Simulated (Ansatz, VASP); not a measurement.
# CuPt6 in VASP and in Ansatz

File INCAR:

```
SYSTEM = CuPt6
PREC = Accurate
ENCUT = 700
EDIFF = 1E-6
ISMEAR = 0
SIGMA = 0.1
LREAL = .FALSE.
LASPH = .TRUE.
NELM = 120
ALGO = Normal
ISIF = 2
LWAVE = .FALSE.
LCHARG = .FALSE.
GGA = PE
NBANDS = 72
GGA_COMPAT = .FALSE.
```

File KPOINTS:

```
regular mesh
0
G
  4 4 4
  0 0 0
```

File POSCAR:

```
CuPt6
1.0
    0.0000000000      3.8704704400      3.8704704400
    3.8704704400      0.0000000000      3.8704704400
    3.8704704400      3.8704704400      0.0000000000
Cu Pt
1 6
Direct
    0.0000000000      0.0000000000      0.0000000000
    0.3227001200      0.6772998800      0.6772998800
    0.6772998800      0.3227001200      0.3227001200
    0.6772998800      0.3227001200      0.6772998800
    0.3227001200      0.6772998800      0.3227001200
    0.6772998800      0.6772998800      0.3227001200
    0.3227001200      0.3227001200      0.6772998800
```

Input for Ansatz:

```yaml
crystal:
  lattice:
    - [0.0, 3.87047044, 3.87047044]
    - [3.87047044, 0.0, 3.87047044]
    - [3.87047044, 3.87047044, 0.0]
  atoms:
    - { symbol: Cu, position: [0.0, 0.0, 0.0] }
    - { symbol: Pt, position: [0.32270012, 0.67729988, 0.67729988] }
    - { symbol: Pt, position: [0.67729988, 0.32270012, 0.32270012] }
    - { symbol: Pt, position: [0.67729988, 0.32270012, 0.67729988] }
    - { symbol: Pt, position: [0.32270012, 0.67729988, 0.32270012] }
    - { symbol: Pt, position: [0.67729988, 0.67729988, 0.32270012] }
    - { symbol: Pt, position: [0.32270012, 0.32270012, 0.67729988] }
basis:
  ecutwfc: 420
kpoints:
  mp_grid: { grid: [4, 4, 4] }
hamiltonian:
  xc: pbe
scf:
  occupations: { method: gaussian, width: 0.1 }
  lower_state_search: "off"
output:
  forces: true
  stress: true
  eigenvalues: true
```

Alike in both runs: task single point; functional PBE; k mesh 4 × 4 × 4; occupations gaussian, width 0.1 eV; no spin polarisation.

```csv
,VASP,Ansatz
version,VASP 6.6.1,Ansatz 0.2.0
potentials or method,"VASP PAW PBE potentials, release 64 (Cu_sv_GW, Pt_sv_GW), cutoff 700 eV","scalar-relativistic, plane waves, PAW"
valence electrons in the cell,127,127
```

VASP gave:

| Item | Value |
| --- | --- |
| gap on the k mesh at the Fermi level (eV) | none |
| rms of the force components (eV/Å) | 44.947 |

Q: Which values does Ansatz return?

A: gap on the k mesh at the Fermi level (eV): none; rms of the force components (eV/Å): 43.626.

Atom by atom the forces differ by 1.321 eV/Å (rms over components). A gap of «none» marks a metal or a gap that the smearing closes.

Spin-orbit coupling is off throughout.
